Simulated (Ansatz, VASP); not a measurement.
**TePb in VASP and in Ansatz**

```
Pb Te
1.0
     0.00000    3.27352    3.27352
     3.27352    0.00000    3.27352
     3.27352    3.27352    0.00000
Pb Te
1 1
Direct
  0.00000 0.00000 0.00000
  0.50000 0.50000 0.50000
```

Change from the starting cell: volume scaled by 1.04.

Alike in both runs: task single point; functional LDA; k mesh 7 × 7 × 7; occupations methfessel-paxton of order 1, width 0.1 eV; collinear spin.

|  | VASP | Ansatz |
| --- | --- | --- |
| version | VASP 6.6.1 | Ansatz 0.2.0 |
| potentials or method | VASP PAW LDA potentials, release 64 (Pb_d, Te), cutoff 520 eV | all-electron LAPW, scalar-relativistic |

Ansatz gave:

```
pressure (GPa)           : -3.2
net moment per atom (μB) : 0.00
```

Problem. Estimate VASP's values.

Solution. Pressure (GPa): -3.1; net moment per atom (μB): 0.00.

LDA's correlation is that of Perdew and Zunger in VASP and of Perdew and Wang (1992) in Ansatz. Ansatz ran all-electron here, and VASP with PAW potentials.

Spin-orbit coupling is off throughout.
